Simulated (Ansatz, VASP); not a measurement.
## One calculation of InSb, two programs

Contents of INCAR:

```
SYSTEM = InSb
  PREC = Accurate
  ENCUT = 520
  EDIFF = 1E-7
  ISMEAR = 0
  SIGMA = 0.15
  LREAL = .FALSE.
  LASPH = .TRUE.
  NELM = 80
  ALGO = Normal
  ISIF = 2
  LWAVE = .FALSE.
  LCHARG = .FALSE.
  GGA = PE
  NBANDS = 16
```

The input KPOINTS:

```
Automatic mesh
0
G
  16 16 8
  0 0 0
```

File POSCAR:

```
InSb
1.0
    3.0766560000      0.0000000000      0.0000000000
    0.0000000000      3.0766560000      0.0000000000
    0.0000000000      0.0000000000      6.4019341000
In Sb
1 1
Direct
    0.0000000000      0.0000000000      0.0000000000
    0.0000000000      0.0000000000      0.5000000000
```

Input for Ansatz:

```yaml
crystal:
  lattice:
    - [3.076656, 0.0, 0.0]
    - [0.0, 3.076656, 0.0]
    - [0.0, 0.0, 6.4019341]
  atoms:
    - { symbol: In, position: [0.0, 0.0, 0.0] }
    - { symbol: Sb, position: [0.0, 0.0, 0.5] }
basis:
  ecutwfc: 420
kpoints:
  mp_grid: { grid: [16, 16, 8] }
hamiltonian:
  xc: pbe
scf:
  occupations: { method: gaussian, width: 0.15 }
output:
  forces: true
  stress: true
  eigenvalues: true
```

Change from the starting cell: strain +0.000 along x and y, +0.030 along z, atoms carried along.

Alike in both runs: task single point; functional PBE; k mesh 16 × 16 × 8; occupations gaussian, width 0.15 eV; no spin polarisation.

```csv
,VASP,Ansatz
version,VASP 6.6.1,Ansatz 0.2.0
potentials or method,"VASP PAW PBE potentials, release 64 (In_d, Sb), cutoff 520 eV","scalar-relativistic, plane waves, PAW"
valence electrons in the cell,18,28
```

```csv
,VASP,Ansatz,Ansatz less VASP
gap on the k mesh at the Fermi level (eV),none,none,-
pressure (GPa),-0.6,-0.6,+0.02
"traceless stress, the component that is largest in VASP (GPa)",-1.85,-1.85,+0.004
```

A gap of «none» marks a metal or a gap that the smearing closes. With one functional, cell and mesh, what is left measures potentials, basis and numerics. VASP's potentials hold 18 valence electrons a cell and Ansatz's 28, so a difference there can come from the potentials and not from the codes.

Neither program's run includes spin-orbit coupling.
